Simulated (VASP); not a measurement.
# BN (P6_3mc) in VASP: settings compared, part 2 of 2

VASP 6.6.1. Earlier steps stand in the parts before.

## Step 4: Relaxation of shape and atoms at fixed volume, PBE+D3(BJ) (6.00 Å³/atom)

This run uses another cell than the first one, of 6.00 Å³/atom.

File INCAR:

```
ALGO     = Normal         # electronic algorithm
EDIFF    = 1E-7           # SCF threshold, eV
EDIFFG   = -0.01          # ionic threshold
ENCUT    = 600            # plane-wave cutoff, eV
GGA      = PE             # functional
GGA_COMPAT= F            
IBRION   = 2              # ionic algorithm
ISIF     = 4              # what is computed and relaxed
ISMEAR   = 0              # smearing method
IVDW     = 12             # dispersion correction
LASPH    = T              # aspherical terms in the spheres
LCHARG   = F              # write CHGCAR
LREAL    = F              # projectors in reciprocal space
LWAVE    = F              # write WAVECAR
NELM     = 120            # most SCF steps
NELMIN   = 4            
NSW      = 60             # ionic steps
PREC     = Accurate       # precision mode
SIGMA    = 0.05           # smearing width, eV
```

File KPOINTS:

```
k-points
0
Gamma
  10 10 6
```

File POSCAR:

```
BN
1.0
    2.5585640260      0.0000000000      0.0000000000
   -1.2792820130      2.2157814437      0.0000000000
    0.0000000000      0.0000000000      4.2310641708
B N
2 2
Direct
    0.6666666667      0.3333333333      0.0002146919
    0.3333333333      0.6666666667      0.5002146919
    0.6666666667      0.3333333333      0.3747853081
    0.3333333333      0.6666666667      0.8747853081
```

Potentials or basis: VASP PAW PBE potentials, release 64 (B, N).

Launch:

```sh
$ cat potpaw_PBE.64/B/POTCAR potpaw_PBE.64/N/POTCAR > POTCAR
$ mpirun -np 1 vasp_std > vasp.out
```

OUTCAR:

```text
EDIFF = 1E-7
   EDIFFG = -0.01
   ENCUT = 600
   GGA = PE
   IBRION = 2
   ISIF = 4
   ISMEAR = 0
   IVDW = 12
   LASPH = T
   LREAL = F
   NELM = 120
   NELMIN = 4
   NSW = 60
   PREC = Accurate
 IVDW          = 12

 ion  position               nearest neighbor table
   1  0.667  0.333  0.000-   4 1.57   4 1.57   4 1.57   3 1.58
   2  0.333  0.667  0.500-   3 1.57   3 1.57   3 1.57   4 1.58
   3  0.667  0.333  0.375-   2 1.57   2 1.57   2 1.57   1 1.58
   4  0.333  0.667  0.875-   1 1.57   1 1.57   1 1.57   2 1.58

  LATTYP: Found a hexagonal cell.
 ALAT       =     2.5585640260
 C/A-ratio  =     1.6536870400

  Lattice vectors:

 A1 = (   2.5585640260,   0.0000000000,   0.0000000000)
 A2 = (  -1.2792820130,   2.2157814437,   0.0000000000)
 A3 = (   0.0000000000,   0.0000000000,   4.2310641708)

Analysis of symmetry for initial positions (statically):
=====================================================================
 Subroutine PRICEL returns:
 Original cell was already a primitive cell.

 Routine SETGRP: Setting up the symmetry group for a
 hexagonal supercell.

 Subroutine GETGRP returns: Found 12 space group operations
[... 524 lines left out ...]
 k-point    24 :       0.4000    0.1000    0.1667
  band No.  band energies     occupation
      1      -8.9000      2.00000
      2      -7.4440      2.00000
      3      -2.1708      2.00000
      4      -0.5314      2.00000
      5       1.0990      2.00000
      6       2.0821      2.00000
      7       3.6842      2.00000
      8       4.4896      2.00000
      9      14.5716      0.00000
     10      15.2321      0.00000
     11      17.8907      0.00000
     12      19.2700      0.00000

 [... further k-points ...]

------------------------ aborting loop because EDIFF is reached ----------------------------------------

 Edisp (eV)   -0.82408

 E8    (eV) :    -0.2437

  FORCE on cell =-STRESS in cart. coord.  units (eV):
  Direction    XX          YY          ZZ          XY          YZ          ZX
  --------------------------------------------------------------------------------------
  -------------------------------------------------------------------------------------
  Total      -1.09458    -1.09458    -1.09882     0.00000     0.00000     0.00000
  in kB     -73.11171   -73.11171   -73.39472     0.00000     0.00000     0.00000
  external pressure =      -73.21 kB  Pullay stress =        0.00 kB

 VOLUME and BASIS-vectors are now :
 -----------------------------------------------------------------------------
  energy-cutoff  :      600.00
  volume of cell :       23.99
      direct lattice vectors                 reciprocal lattice vectors
     2.558564026  0.000000000  0.000000000     0.390844235  0.225654024  0.000000000
    -1.279282013  2.215781444  0.000000000     0.000000000  0.451308049  0.000000000
     0.000000000  0.000000000  4.231064171     0.000000000  0.000000000  0.236347160

 POSITION                                       TOTAL-FORCE (eV/Angst)
 -----------------------------------------------------------------------------------
      1.27928      0.73859      0.00091         0.000000      0.000000     -0.007868
     -0.00000      1.47719      2.11644        -0.000000      0.000000     -0.007868
      1.27928      0.73859      1.58574        -0.000000      0.000000      0.007868
     -0.00000      1.47719      3.70127         0.000000     -0.000000      0.007868
 -----------------------------------------------------------------------------------
    total drift:                               -0.000000     -0.000000     -0.000057

  FREE ENERGIE OF THE ION-ELECTRON SYSTEM (eV)
  ---------------------------------------------------
  free  energy   TOTEN  =       -35.6635749934 eV

  energy  without entropy=      -35.6635749934  energy(sigma->0) =      -35.66357499

 reached required accuracy - stopping structural energy minimisation
```

OSZICAR:

```text
N       E                     dE             d eps       ncg     rms          rms(c)
DAV:   1     0.567026934414E+02    0.56703E+02   -0.94873E+03  1344   0.145E+03
DAV:   2    -0.340647889286E+02   -0.90767E+02   -0.84980E+02  1896   0.308E+02
DAV:   3    -0.367222486760E+02   -0.26575E+01   -0.26480E+01  1788   0.519E+01
DAV:   4    -0.367381991350E+02   -0.15950E-01   -0.15939E-01  1680   0.410E+00
DAV:   5    -0.367383896675E+02   -0.19053E-03   -0.19044E-03  1740   0.421E-01    0.934E+00
DAV:   6    -0.350001688107E+02    0.17382E+01   -0.47970E+00  1696   0.191E+01    0.445E+00
DAV:   7    -0.348689610092E+02    0.13121E+00   -0.22116E-01  1584   0.510E+00    0.268E+00
DAV:   8    -0.348402951174E+02    0.28666E-01   -0.73890E-02  1532   0.256E+00    0.235E-01
DAV:   9    -0.348392338548E+02    0.10613E-02   -0.25091E-03  1752   0.585E-01    0.122E-01
DAV:  10    -0.348394934472E+02   -0.25959E-03   -0.41217E-04  1584   0.203E-01    0.278E-02
DAV:  11    -0.348394977162E+02   -0.42690E-05   -0.73129E-05  1740   0.771E-02    0.136E-02
DAV:  12    -0.348394987154E+02   -0.99923E-06   -0.90905E-06  1680   0.300E-02    0.244E-03
DAV:  13    -0.348394988762E+02   -0.16071E-06   -0.16459E-07  1248   0.509E-03    0.550E-04
DAV:  14    -0.348394988805E+02   -0.43457E-08   -0.14900E-08  1004   0.147E-03
   1 F= -.35663575E+02 E0= -.35663575E+02  d E =-.356636E+02
```

CONTCAR:

```text
BN
   1.00000000000000
     2.5585640260000000    0.0000000000000000    0.0000000000000000
    -1.2792820130000000    2.2157814437000001    0.0000000000000000
     0.0000000000000000    0.0000000000000000    4.2310641707999999
  B               N
     2     2
Direct
     0.6666666667000030    0.3333333332999970    0.0002146918999983
     0.3333333332999970    0.6666666667000030    0.5002146918999983
     0.6666666667000030    0.3333333332999970    0.3747853081000017
     0.3333333332999970    0.6666666667000030    0.8747853081000017

  0.00000000E+00  0.00000000E+00  0.00000000E+00
  0.00000000E+00  0.00000000E+00  0.00000000E+00
  0.00000000E+00  0.00000000E+00  0.00000000E+00
  0.00000000E+00  0.00000000E+00  0.00000000E+00
```

It took 30 s on 1 thread of Intel Xeon Platinum 8259CL at 2.50GHz (Skylake/Cascade Lake), shared host; peak memory 0.16 GiB.

What came out:

```
Free energy                  : -35.6636 eV
Pressure after relaxing      : -7.3 GPa
Largest force after relaxing : 0.008 eV/Å
Band gap on the k mesh       : 5.41 eV (least direct gap 8.20 eV)
Dispersion energy per atom   : -0.206 eV
```

Forces on the atoms (eV/Å):
```
B    0.000  0.000 -0.008
B    0.000  0.000 -0.008
N    0.000  0.000  0.008
N    0.000  0.000  0.008
```

Final structure:
```cif
data_structure
_symmetry_space_group_name_H-M 'P 1'
_symmetry_Int_Tables_number 1
_cell_length_a 2.5586
_cell_length_b 2.5586
_cell_length_c 4.2311
_cell_angle_alpha 90.000
_cell_angle_beta 90.000
_cell_angle_gamma 120.000
_cell_volume 23.99
loop_
_atom_site_label
_atom_site_type_symbol
_atom_site_fract_x
_atom_site_fract_y
_atom_site_fract_z
_atom_site_occupancy
B1 B 0.66667 0.33333 0.00021 1
B2 B 0.33333 0.66667 0.50021 1
N1 N 0.66667 0.33333 0.37479 1
N2 N 0.33333 0.66667 0.87479 1
```

Levels at points of the mesh, in eV from the valence-band top:
| k point | band 5 | band 6 | band 7 | band 8 | band 9 | band 10 | band 11 | band 12 |
| --- | --- | --- | --- | --- | --- | --- | --- | --- |
| (0.00, 0.00, 0.00) | -2.09 | -0.26 | 0.00 | 0.00 | 8.31 | 8.31 | 8.53 | 9.35 |
| (0.50, 0.00, 0.00) | -6.83 | -4.91 | -4.34 | -2.08 | 6.66 | 7.92 | 10.53 | 11.34 |
| (0.00, 0.00, 0.50) | -1.16 | -1.16 | -1.16 | -1.16 | 9.36 | 9.36 | 9.85 | 9.85 |
| (0.50, 0.00, 0.50) | -3.71 | -3.71 | -3.52 | -3.52 | 6.54 | 6.54 | 9.94 | 9.94 |

Caveat: the relaxation stopped at its first step, so nothing moved.

## Step 5: Summary

| level | cell | gap on the mesh (eV) | pressure (GPa) |
| --- | --- | --- | --- |
| PBE+D3(BJ) | relaxed from a = 2.549, b = 2.549, c = 4.216 Å, angles 90.0, 90.0, 120.0°, 4 atoms | 5.39 | -3.2 |
| RPBE | relaxed from a = 2.551, b = 2.551, c = 4.217 Å, angles 90.0, 90.0, 120.0°, 4 atoms | 5.46 | 7.5 |
| PBE+D3(BJ) | relaxed from a = 2.559, b = 2.559, c = 4.231 Å, angles 90.0, 90.0, 120.0°, 4 atoms | 5.41 | -7.3 |

Alike in all rows: task relaxation of shape and atoms at fixed volume; potentials or basis VASP PAW PBE potentials, release 64 (B, N); no spin polarisation; k mesh 10 × 10 × 6; cutoff (eV) 600; smearing gaussian 0.05 eV.

Caveats: the PAW data sets were made with another functional, which shifts forces and pressure a little (at least some runs); the relaxation stopped at its first step, so nothing moved (at least some runs).

Total energies depend on the potentials used, so only differences within one code and one set of settings carry meaning.
